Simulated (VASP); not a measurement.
Al, 1 atom in the cell. Symmetry: Fm-3m, No. 225, cubic system. The conventional cell has a = 4.155 Å, b = 4.155 Å, c = 4.155 Å, α = 90.00°, β = 90.00°, γ = 90.00°. Within 3.9 Å of Al (site symmetry m-3m) lie 12 Al at 2.94 Å. 

```yaml
Program: VASP 6.6.1
Task: single point
Functional: PBE
Potentials_or_basis: VASP PAW PBE potentials, release 64 (Al)
Cutoff: 500 eV
k_mesh: 4 × 4 × 4
Occupations: fermi-dirac, width 0.1 eV
Spin: no spin polarisation
Dipole_correction: no
Further_INCAR_settings: ALGO = Normal; EDIFF = 1e-06; NBANDS = 8
```

Potentials or basis: VASP PAW PBE potentials, release 64 (Al).

Run with:

```bash
$ cat potpaw_PBE.64/Al/POTCAR > POTCAR
$ mpirun -np 1 vasp_std > vasp.out
```

Hardware: 1 thread of AMD EPYC 7R13 (shared host).

Question: Estimate the wall time of this run.

Answer: Run time: 4.2 s on 1 thread of AMD EPYC 7R13, on a shared host, peak memory 0.1 GiB. Counts: scf iterations 10, k points 8.
